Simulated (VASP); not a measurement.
# AgCl (Fm-3m) in VASP: a series of runs

AgCl is run at these levels: PBE; tasks: electric field gradients.

Program: VASP 6.6.1. These are calculated values, not measurements. Logs are shortened: lines on timing, memory, paths and dates and some standing lists are left out, and cuts for length are marked.

## (1) The cell of the first run

It takes space group Fm-3m (No. 225, cubic). Conventional cell: a = 5.565 Å, b = 5.565 Å, c = 5.565 Å, α = 90.00°, β = 90.00°, γ = 90.00°. Ag (site symmetry m-3m) has 6 Cl at 2.78 Å within 3.7 Å. Within 3.7 Å of Cl (site symmetry m-3m) lie 6 Ag at 2.78 Å.

## (2) Electric field gradients, PBE (21.54 Å³/atom)

INCAR reads:

```
SYSTEM = AgCl
ALGO = Normal
EDIFF = 1E-8
ENCUT = 520
GGA = PE
ISIF = 2
ISMEAR = -1
LASPH = .TRUE.
LCHARG = .FALSE.
LEFG = .TRUE.
LREAL = .FALSE.
LWAVE = .FALSE.
NBANDS = 16
NELM = 80
PREC = Accurate
SIGMA = 0.02
```

KPOINTS reads:

```
k-points
0
G
  8 8 8
  0 0 0
```

POSCAR reads:

```
AgCl
1.0
    0.0000000000      2.7823631906      2.7823631906
    2.7823631906      0.0000000000      2.7823631906
    2.7823631906      2.7823631906      0.0000000000
Ag Cl
1 1
Direct
    0.5000000000      0.5000000000      0.5000000000
    0.0000000000      0.0000000000      0.0000000000
```

Potentials or basis: VASP PAW PBE potentials, release 64 (Ag, Cl).

On the command line:

```bash
cat potpaw_PBE.64/Ag/POTCAR potpaw_PBE.64/Cl/POTCAR > POTCAR
mpirun -np 1 vasp_std > vasp.out
```

OUTCAR:

```text
SYSTEM = AgCl
   EDIFF = 1E-8
   ENCUT = 520
   GGA = PE
   ISIF = 2
   ISMEAR = -1
   LASPH = .TRUE.
   LREAL = .FALSE.
   NELM = 80
   PREC = Accurate

 ion  position               nearest neighbor table
   1  0.500  0.500  0.500-   2 2.78   2 2.78   2 2.78   2 2.78   2 2.78   2 2.78
   2  0.000  0.000  0.000-   1 2.78   1 2.78   1 2.78   1 2.78   1 2.78   1 2.78

  LATTYP: Found a face centered cubic cell.
 ALAT       =     5.5647263812

  Lattice vectors:

 A1 = (   0.0000000000,   2.7823631906,   2.7823631906)
 A2 = (   2.7823631906,   0.0000000000,   2.7823631906)
 A3 = (   2.7823631906,   2.7823631906,   0.0000000000)

Analysis of symmetry for initial positions (statically):
=====================================================================
 Subroutine PRICEL returns:
 Original cell was already a primitive cell.

 Routine SETGRP: Setting up the symmetry group for a
 face centered cubic supercell.

 Subroutine GETGRP returns: Found 48 space group operations
 (whereof 48 operations were pure point group operations)
 out of a pool of 48 trial point group operations.

The static configuration has the point symmetry O_h .

Analysis of symmetry for dynamics (positions and initial velocities):
=====================================================================
 Subroutine PRICEL returns:
 Original cell was already a primitive cell.

 Routine SETGRP: Setting up the symmetry group for a
 face centered cubic supercell.

 Subroutine GETGRP returns: Found 48 space group operations
 (whereof 48 operations were pure point group operations)
 out of a pool of 48 trial point group operations.

The dynamic configuration has the point symmetry O_h .

 Subroutine INISYM returns: Found 48 space group operations
 (whereof 48 operations are pure point group operations),
 and found     1 'primitive' translations

----------------------------------------------------------------------------------------

                                     Primitive cell

  volume of cell :      43.0796

  direct lattice vectors                    reciprocal lattice vectors
     0.000000000  2.782363191  2.782363191    -0.179703355  0.179703355  0.179703355
     2.782363191  0.000000000  2.782363191     0.179703355 -0.179703355  0.179703355
     2.782363191  2.782363191  0.000000000     0.179703355  0.179703355 -0.179703355

  length of vectors
     3.934855760  3.934855760  3.934855760     0.311255341  0.311255341  0.311255341

  position of ions in fractional coordinates (direct lattice)
     0.500000000  0.500000000  0.500000000
     0.000000000  0.000000000  0.000000000

  ion indices of the primitive-cell ions
   primitive index   ion index
                 1           1
                 2           2

----------------------------------------------------------------------------------------

 KPOINTS: k-points

Automatic generation of k-mesh.
 Grid dimensions read from file:
 generate k-points for:    8    8    8

 Generating k-lattice:

  Cartesian coordinates                     Fractional coordinates (reciprocal lattice)
    -0.022462919  0.022462919  0.022462919     0.125000000  0.000000000  0.000000000
     0.022462919 -0.022462919  0.022462919     0.000000000  0.125000000  0.000000000
     0.022462919  0.022462919 -0.022462919     0.000000000  0.000000000  0.125000000

  Length of vectors
     0.038906918  0.038906918  0.038906918

  Shift w.r.t. Gamma in fractional coordinates (k-lattice)
     0.000000000  0.000000000  0.000000000

 Subroutine IBZKPT returns following result:
 ===========================================

 Found     29 irreducible k-points:

 Following reciprocal coordinates:
            Coordinates               Weight
  0.000000  0.000000  0.000000      1.000000
  0.125000  0.000000  0.000000      8.000000
  0.250000  0.000000  0.000000      8.000000
  0.375000  0.000000  0.000000      8.000000
  0.500000  0.000000  0.000000      4.000000
  0.125000  0.125000  0.000000      6.000000
[... 16 lines left out ...]
  0.500000  0.250000  0.125000     48.000000
 -0.375000  0.250000  0.125000     24.000000
 [... further k-points ...]
   k-points           NKPTS =     29   k-points in BZ     NKDIM =     29   number of bands    NBANDS=     16
   number of dos      NEDOS =    301   number of ions     NIONS =      2
   total plane-waves  NPLWV =  27000
   dimension x,y,z NGX =    30 NGY =   30 NGZ =   30
   dimension x,y,z NGXF=    60 NGYF=   60 NGZF=   60
   ions per type =               1   1
   NGX,Y,Z   is equivalent  to a cutoff of  12.67, 12.67, 12.67 a.u.
   NGXF,Y,Z  is equivalent  to a cutoff of  25.35, 25.35, 25.35 a.u.
 SYSTEM =  AgCl
   PREC   = accura    normal or accurate (medium, high low for compatibility)
   ISTART =      0    job   : 0-new  1-cont  2-samecut
   ICHARG =      2    charge: 1-file 2-atom 10-const
   ISPIN  =      1    spin polarized calculation?
   LNONCOLLINEAR =      F non collinear calculations
   LSORBIT =      F    spin-orbit coupling
   LASPH  =      T    aspherical Exc in radial PAW
   ENCUT  =  520.0 eV  38.22 Ry    6.18 a.u.   7.32  7.32  7.32*2*pi/ulx,y,z
   NELM   =     80;   NELMIN=  2; NELMDL= -5     # of ELM steps
   EDIFF  = 0.1E-07   stopping-criterion for ELM
   LREAL  =      F    real-space projection
   EDIFFG = 0.1E-06   stopping-criterion for IOM
   NSW    =      0    number of steps for IOM
   IBRION =     -1    ionic relax: 0-MD 1-quasi-New 2-CG
   NFREE  =      0    steps in history (QN), initial steepest desc. (CG)
   ISIF   =      2    stress and relaxation
   ISYM   =      2    0-nonsym 1-usesym 2-fastsym
   POTIM  = 0.5000    time-step for ionic-motion
   TEBEG  =    0.0;   TEEND  =   0.0 temperature during run
   PSTRESS=    0.0 pullay stress
   NELECT =      18.0000    total number of electrons
   NUPDOWN=      -1.0000    fix difference up-down
   EMIN   =  10.00;   EMAX   =-10.00  energy-range for DOS
   EFERMI =   0.00;   METHOD = LEGACY
   ISMEAR =    -1;   SIGMA  =   0.02  broadening in eV -4-tet -1-fermi 0-gaus
   EFERMI_NEDOS =   21; number of points for ismear=-14 and -15
   IALGO  =     38    algorithm
   IMIX   =      4    mixing-type and parameters
     AMIX     =   0.40;   BMIX     =  1.00
     AMIX_MAG =   1.60;   BMIX_MAG =  1.00
  volume/ion in A,a.u.               =      21.54       145.36
  Fermi-wavevector in a.u.,A,eV,Ry     =   1.223888  2.312814 20.380208  1.497903
  Thomas-Fermi vector in A             =   2.358983
   LORBIT       =      0    0 simple, 1 ext, 2 COOP (PROOUT), +10 PAW based schemes
   GGA     = PE    functional components
   LHFCALC =     F    Hartree Fock is set to
   AEXX    =    0.0000 exact exchange contribution
   IVDW    =     0    specifies the selected vdW correction
   LEPSILON=     F    determine dielectric tensor
   LRPA    =     F    only Hartree local field effects (RPA)
 non-spin polarized calculation
  energy-cutoff  :      520.00
  volume of cell :       43.08
 maximum number of plane-waves:      1211
 NGX is ok and might be reduce to    30
   NGX = 15   NGY = 15   NGZ = 15

 number of electron      18.0000003 magnetization

 Free energy of the ion-electron system (eV)
  ---------------------------------------------------
  ext. energy  EPLUGINS =         0.00000000
  ---------------------------------------------------
  free energy    TOTEN  =        -5.39788999 eV

  energy without entropy =       -5.39788999  energy(sigma->0) =       -5.39788999

 E-fermi :   4.1660     XC(G=0):  -9.9130

 val. band max:        3.6915883496   @ k =   0.5000   0.0000   0.0000
 cond. band min:       4.6033399596   @ k =   0.0000   0.0000   0.0000
 fundamental gap:      0.9117516100
 Fermi energy:         4.1660494875

 k-point     1 :       0.0000    0.0000    0.0000
  band No.  band energies     occupation
      1     -11.3903      2.00000
      2       1.2921      2.00000
      3       1.2921      2.00000
      4       1.2921      2.00000
      5       1.3326      2.00000
      6       1.3326      2.00000
[... 8 lines left out ...]
     15      16.9495      0.00000
     16      16.9495      0.00000

 k-point     2 :       0.1250    0.0000    0.0000
  band No.  band energies     occupation
      1     -11.3321      2.00000
      2       0.5939      2.00000
      3       0.6512      2.00000
      4       0.6512      2.00000
      5       1.3453      2.00000
      6       1.3453      2.00000
[... 8 lines left out ...]
     15      15.7155      0.00000
     16      16.4111      0.00000

 k-point     3 :       0.2500    0.0000    0.0000
  band No.  band energies     occupation
      1     -11.1857      2.00000
      2      -0.4197      2.00000
      3       0.0855      2.00000
      4       0.0855      2.00000
      5       1.4678      2.00000
      6       1.4678      2.00000
[... 8 lines left out ...]
     15      15.9685      0.00000
     16      16.2674      0.00000

 k-point     4 :       0.3750    0.0000    0.0000
  band No.  band energies     occupation
      1     -11.0303      2.00000
      2      -1.1840      2.00000
      3      -0.2749      2.00000
      4      -0.2749      2.00000
      5       1.5952      2.00000
      6       1.5952      2.00000
[... 8 lines left out ...]
     15      16.8350      0.00000
     16      16.8350      0.00000

 k-point     5 :       0.5000    0.0000    0.0000
  band No.  band energies     occupation
      1     -10.9629      2.00000
      2      -1.4645      2.00000
      3      -0.3985      2.00000
      4      -0.3985      2.00000
      5       1.6495      2.00000
      6       1.6495      2.00000
[... 8 lines left out ...]
     15      17.4228      0.00000
     16      17.4228      0.00000

 k-point     6 :       0.1250    0.1250    0.0000
  band No.  band energies     occupation
      1     -11.3148      2.00000
      2       0.1147      2.00000
      3       0.9349      2.00000
      4       0.9349      2.00000
      5       1.2452      2.00000
      6       1.3593      2.00000
[... 8 lines left out ...]
     15      17.6340      0.00000
     16      17.7370      0.00000
[... 267 lines left out ...]
 k-point    21 :       0.5000    0.5000    0.0000
  band No.  band energies     occupation
      1     -10.9457      2.00000
      2      -0.5567      2.00000
      3       0.6877      2.00000
      4       0.6877      2.00000
      5       0.9758      2.00000
      6       1.5169      2.00000
[... 8 lines left out ...]
     15      18.8567      0.00000
     16      18.8567      0.00000

 k-point    22 :       0.3750    0.2500    0.1250
  band No.  band energies     occupation
      1     -11.0962      2.00000
      2      -0.7925      2.00000
      3       0.0039      2.00000
      4       0.3709      2.00000
      5       1.3827      2.00000
      6       1.5814      2.00000
[... 8 lines left out ...]
     15      17.8292      0.00000
     16      19.0423      0.00000

 k-point    23 :       0.5000    0.2500    0.1250
  band No.  band energies     occupation
      1     -10.9853      2.00000
      2      -0.9945      2.00000
      3      -0.2839      2.00000
      4      -0.0266      2.00000
      5       1.4994      2.00000
      6       1.6574      2.00000
[... 8 lines left out ...]
     15      18.0495      0.00000
     16      18.8061      0.00000

 k-point    24 :      -0.3750    0.2500    0.1250
  band No.  band energies     occupation
      1     -10.9381      2.00000
      2      -1.0539      2.00000
      3      -0.3275      2.00000
      4      -0.2853      2.00000
      5       1.5857      2.00000
      6       1.6517      2.00000
[... 8 lines left out ...]
     15      17.1728      0.00000
     16      18.6266      0.00000

 [... further k-points ...]

------------------------ aborting loop because EDIFF is reached ----------------------------------------

  FORCE on cell =-STRESS in cart. coord.  units (eV):
  Direction    XX          YY          ZZ          XY          YZ          ZX
  --------------------------------------------------------------------------------------
  -------------------------------------------------------------------------------------
  Total        0.2661640      0.2661640      0.2661640      0.0000000      0.0000000      0.0000000
  in kB        9.8989351      9.8989351      9.8989351      0.0000000      0.0000000      0.0000000
  external PRESSURE =       9.8989351 kB  Pullay stress =       0.0000000 kB

 VOLUME and BASIS-vectors are now :
 -----------------------------------------------------------------------------
  energy-cutoff  :      520.00
  volume of cell :       43.08
      direct lattice vectors                 reciprocal lattice vectors
     0.000000000  2.782363191  2.782363191    -0.179703355  0.179703355  0.179703355
     2.782363191  0.000000000  2.782363191     0.179703355 -0.179703355  0.179703355
     2.782363191  2.782363191  0.000000000     0.179703355  0.179703355 -0.179703355

 POSITION                                       TOTAL-FORCE (eV/Angst)
 -----------------------------------------------------------------------------------
      2.78236      2.78236      2.78236        -0.000000     -0.000000     -0.000000
      0.00000      0.00000      0.00000         0.000000      0.000000      0.000000
 -----------------------------------------------------------------------------------
    total drift:                                0.000000      0.000000      0.000000

  FREE ENERGIE OF THE ION-ELECTRON SYSTEM (eV)
  ---------------------------------------------------
  free  energy   TOTEN  =        -5.3978899860 eV

  energy  without entropy=       -5.3978899860  energy(sigma->0) =       -5.39788999

 Electric field gradients (V/A^2)
---------------------------------------------------------------------
 ion       V_xx      V_yy      V_zz      V_xy      V_xz      V_yz
---------------------------------------------------------------------
   1       0.000     0.000     0.000    -0.000    -0.000    -0.000
   2       0.000    -0.000    -0.000    -0.000    -0.000    -0.000
---------------------------------------------------------------------

 Electric field gradients after diagonalization (V/A^2)
 (convention: |V_zz| > |V_xx| > |V_yy|)
----------------------------------------------------------------------
 ion       V_xx      V_yy      V_zz     asymmetry (V_yy - V_xx)/ V_zz
----------------------------------------------------------------------
   1       0.000     0.000    -0.000       0.000
   2       0.000     0.000    -0.001       0.000
----------------------------------------------------------------------

           NMR quadrupolar parameters

 Cq : quadrupolar parameter    Cq=e*Q*V_zz/h
 eta: asymmetry parameters     (V_yy - V_xx)/ V_zz
 Q  : nuclear electric quadrupole moment in mb (millibarn)
----------------------------------------------------------------------
 ion       Cq(MHz)       eta       Q (mb)
----------------------------------------------------------------------
   1      -0.000       0.000       1.000
   2      -0.000       0.000       1.000
----------------------------------------------------------------------
```

Run time: 36 s. Hardware: 1 thread of Intel Xeon 8259CL, shared host; peak memory 0.18 GiB.

What came out:

```
Free energy                             : -5.3979 eV
Pressure                                : 1.0 GPa
Band gap on the k mesh                  : 0.91 eV (least direct gap 3.15 eV)
Largest electric field gradient by atom : zero within the noise of the run
```

(Continued in part 2 of 2.)
